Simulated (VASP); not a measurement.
**Mg7Te: single point with PBE**

Crystal: Mg7Te.

```
Mg Te
1.0
     6.40381    0.00000    0.00000
    -3.20191    5.54586    0.00000
     0.00000    0.00000    5.29355
Mg Te
7 1
Direct
  0.99679 0.49840 0.00000
  0.50160 0.00321 0.00000
  0.50160 0.49840 0.00000
  0.17117 0.82883 0.50000
  0.17117 0.34234 0.50000
  0.65766 0.82883 0.50000
  0.66667 0.33333 0.50000
  0.00000 0.00000 0.00000
```

The cell was built from a structure type or drawn by symmetry, and may not be a known phase.

```
Program                : VASP 6.6.1
Task                   : single point
Functional             : PBE
Potentials or basis    : VASP PAW PBE potentials, release 64 (Mg, Te)
Cutoff                 : 600 eV
k mesh                 : 3 × 3 × 3
Occupations            : gaussian, width 0.2 eV
Spin                   : no spin polarisation
Dipole correction      : no
Further INCAR settings : ALGO = Normal; EDIFF = 1e-06; NBANDS = 20
```

- Pressure: -0.3 GPa
- Largest force: 0.057 eV/Å
- Band gap on the k mesh: zero (bands 10 and 11 overlap by 0.71 eV)

Forces on the atoms (eV/Å):
```
Mg  -0.016 -0.009  0.000
Mg   0.000  0.019  0.000
Mg   0.016 -0.009  0.000
Mg   0.049 -0.028  0.000
Mg   0.000  0.057  0.000
Mg  -0.049 -0.028  0.000
Mg   0.000  0.000  0.000
Te   0.000  0.000  0.000
```

Stress tensor (GPa, compression positive):
```
-0.48  0.00  0.00
 0.00 -0.48  0.00
 0.00  0.00  0.12
```

Levels at points of the mesh, in eV from the Fermi level:
| k point | band 6 | band 7 | band 8 | band 9 | band 10 | band 11 | band 12 | band 13 | band 14 | band 15 |
| --- | --- | --- | --- | --- | --- | --- | --- | --- | --- | --- |
| (0.00, 0.00, 0.00) | -2.36 | -2.36 | -2.30 | -1.97 | -0.20 | 0.96 | 1.22 | 1.22 | 2.13 | 2.13 |

Run time: 64 s on 1 thread of Intel Xeon 8259CL, with other jobs on the host, peak memory 0.34 GiB.

Caveat: the k points lie up to 0.40 Å⁻¹ apart, too coarse for converged energies and pressures of a metal; semilocal functionals underestimate gaps, so a narrow gap can read as zero; spin-orbit coupling is left out, which moves the levels of the heavy elements.
